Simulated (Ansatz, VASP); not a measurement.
# Two plane-wave programs on Sn

```xyz
2
Lattice="0.0000 3.2700 3.2700 3.2700 0.0000 3.2700 3.2700 3.2700 0.0000" Properties=species:S:1:pos:R:3 pbc="T T T"
Sn    0.0000    0.0000    0.0000
Sn    1.6350    1.6350    1.6350
```

Alike in both runs: functional PBEsol; k mesh 10 × 10 × 10; occupations gaussian, width 0.05 eV; no spin polarisation.

Ansatz relaxed the structure, and its values are those at the end. VASP's run is a single point on that final structure, the one shown.

|  | VASP | Ansatz |
| --- | --- | --- |
| version | VASP 6.6.1 | Ansatz 0.2.0 |
| potentials or method | VASP PAW PBE potentials, release 64 (Sn_d) | scalar-relativistic, plane waves, PAW |
| plane-wave cutoff (eV) | 520 | 420 |
| valence electrons in the cell | 28 | 28 |

VASP gave:

- gap on the k mesh at the Fermi level (eV): none
- pressure (GPa): -0.1

Question: Estimate Ansatz's values.

Answer: gap on the k mesh at the Fermi level (eV): none; pressure (GPa): 0.0.

VASP's potentials were made for PBE, not for PBEsol. A gap of «none» marks a metal or a gap that the smearing closes. With one functional, cell and mesh, what is left measures potentials, basis and numerics.
